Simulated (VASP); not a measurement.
## I: relaxation of cell and atoms with PBE

Crystal: I.

```xyz
4
Lattice="3.6350 -2.3950 0.0000 3.6350 2.3950 0.0000 0.0000 0.0000 9.7934" Properties=species:S:1:pos:R:3 pbc="T T T"
I     3.6350   -0.7152    3.7646
I     3.6350    1.6799    1.1321
I     3.6350    0.7152    6.0288
I     3.6350   -1.6799    8.6613
```

```json
{"Program": "VASP 6.6.1", "Task": "relaxation of cell and atoms", "Functional": "PBE", "Potentials or basis": "VASP PAW PBE potentials, release 64 (I)", "Cutoff": "600 eV", "k mesh": "5 × 5 × 3", "Occupations": "fermi-dirac, width 0.05 eV", "Spin": "no spin polarisation", "Dipole correction": "no", "Further INCAR settings": "ALGO = Normal; EDIFF = 1e-07; IBRION = 2; EDIFFG = -0.01; NSW = 60; ISIF = 3"}
```

The relaxed volume is 51.37 Å³/atom, the relaxed cell is a = 5.082 Å, b = 5.082 Å, c = 9.815 Å, α = 90.00°, β = 90.00°, γ = 54.14° and the space group after relaxing (to 0.1 Å) is Cmce (No. 64). The energy gained by relaxing is 50.6 meV/atom and the ionic steps are 16. The pressure after relaxing is 0.0 GPa. The largest force after relaxing is 0.009 eV/Å and the band gap on the k mesh is 1.08 eV (least direct gap 1.09 eV).

Forces in eV/Å, atoms in the order of the input:
```
I    0.000  0.006  0.006
I    0.000  0.006 -0.006
I    0.000 -0.006 -0.006
I    0.000 -0.006  0.006
```

The path:
| step | energy change (eV) | largest force (eV/Å) | pressure (GPa) | volume (Å³) |
| --- | --- | --- | --- | --- |
| 1 | 0.0000 | 0.8411 | 1.74 | 170.52 |
| 2 | -0.0406 | 0.2852 | -1.03 | 182.22 |
| 3 | -0.0756 | 0.1376 | -0.05 | 177.14 |
| 4 | -0.1043 | 0.1179 | -0.03 | 178.25 |
| 5 | -0.1593 | 0.0570 | 0.20 | 181.32 |
| 6 | -0.0990 | 0.3571 | 1.36 | 186.36 |
| 7 | -0.1679 | 0.0826 | 0.42 | 182.73 |
| 8 | -0.1739 | 0.1940 | -0.28 | 189.30 |
| 9 | -0.1753 | 0.1365 | -0.07 | 187.24 |
| 10 | -0.1864 | 0.1042 | -0.08 | 191.20 |
| 11 | -0.2004 | 0.0218 | -0.06 | 200.99 |
| 12 | -0.2019 | 0.0146 | -0.04 | 204.58 |
| 13 | -0.2020 | 0.0250 | -0.03 | 205.86 |
| 14 | -0.2023 | 0.0179 | 0.05 | 205.30 |
| 15 | -0.2023 | 0.0182 | 0.04 | 205.33 |
| 16 | -0.2025 | 0.0087 | 0.01 | 205.47 |

Final structure:
```
CELL_PARAMETERS angstrom
4.52551 -2.31297 0.00000
4.52551 2.31297 0.00000
0.00000 0.00000 9.81495
ATOMIC_POSITIONS crystal
I 0.65870 0.34130 0.37796
I 0.15870 0.84130 0.12204
I 0.34130 0.65870 0.62204
I 0.84130 0.15870 0.87796
```

Levels at points of the mesh, in eV from the valence-band top:
| k point | band 11 | band 12 | band 13 | band 14 | band 15 | band 16 | band 17 | band 18 |
| --- | --- | --- | --- | --- | --- | --- | --- | --- |
| (0.00, 0.00, 0.00) | -1.30 | -0.78 | -0.57 | 0.00 | 1.09 | 1.87 | 4.63 | 5.24 |

Wall time 8.1 min on 1 thread of Intel(R) Xeon(R) Platinum 8488C (Sapphire Rapids), with other jobs on the host, peak memory 0.34 GiB.

Caveat: the volume moved by over 15 % at a fixed basis, so the end points are rough; this functional lacks dispersion, which holds the molecules together, so the pressure and a relaxed volume are unreliable; spin-orbit coupling is left out, which moves the levels of the heavy elements. Zero-point motion and thermal expansion aren't in these numbers.
